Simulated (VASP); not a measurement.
## SiNi2: single point with PBE

Crystal: SiNi2.

```xyz
6
Lattice="3.9119 0.0000 0.0000 -1.9560 3.3878 0.0000 0.0000 0.0000 4.9915" Properties=species:S:1:pos:R:3 pbc="T T T"
Si    0.0000    2.2586    3.7436
Si    1.9560    1.1293    1.2479
Ni    0.0000    0.0000    0.0000
Ni    0.0000    0.0000    2.4957
Ni    0.0000    2.2586    1.2479
Ni    1.9560    1.1293    3.7436
```

| Quantity | Value |
| --- | --- |
| Program | VASP 6.6.1 |
| Task | single point |
| Functional | PBE |
| Potentials or basis | VASP PAW PBE potentials, release 64 (Si, Ni) |
| Cutoff | 600 eV |
| k mesh | 12 × 12 × 8 |
| Occupations | gaussian, width 0.1 eV |
| Spin | no spin polarisation |

```json
{"Pressure": "0.0 GPa", "Band gap on the k mesh": "zero (bands 24 and 25 overlap by 3.20 eV)"}
```

Stress tensor (GPa, compression positive):
```
 0.03  0.00  0.00
 0.00  0.03  0.00
 0.00  0.00 -0.14
```

Levels at points of the mesh, in eV from the Fermi level:
| k point | band 22 | band 23 | band 24 | band 25 | band 26 | band 27 |
| --- | --- | --- | --- | --- | --- | --- |
| (0.00, 0.00, 0.00) | -0.61 | 0.11 | 2.61 | 2.73 | 2.73 | 2.78 |
| (0.50, 0.00, 0.00) | -1.18 | -0.99 | -0.67 | -0.55 | 1.07 | 1.79 |
| (0.00, 0.00, 0.50) | -1.21 | 2.04 | 2.04 | 3.23 | 3.23 | 3.23 |
| (0.50, 0.00, 0.50) | -1.23 | -0.89 | -0.89 | 0.93 | 0.93 | 2.82 |

Wall time 2.5 min on 1 thread of Intel(R) Xeon(R) Platinum 8488C (Sapphire Rapids) (shared host), peak memory 0.33 GiB.

Spin polarisation is off, so any magnetic state and its effect on volume and gap are missing.
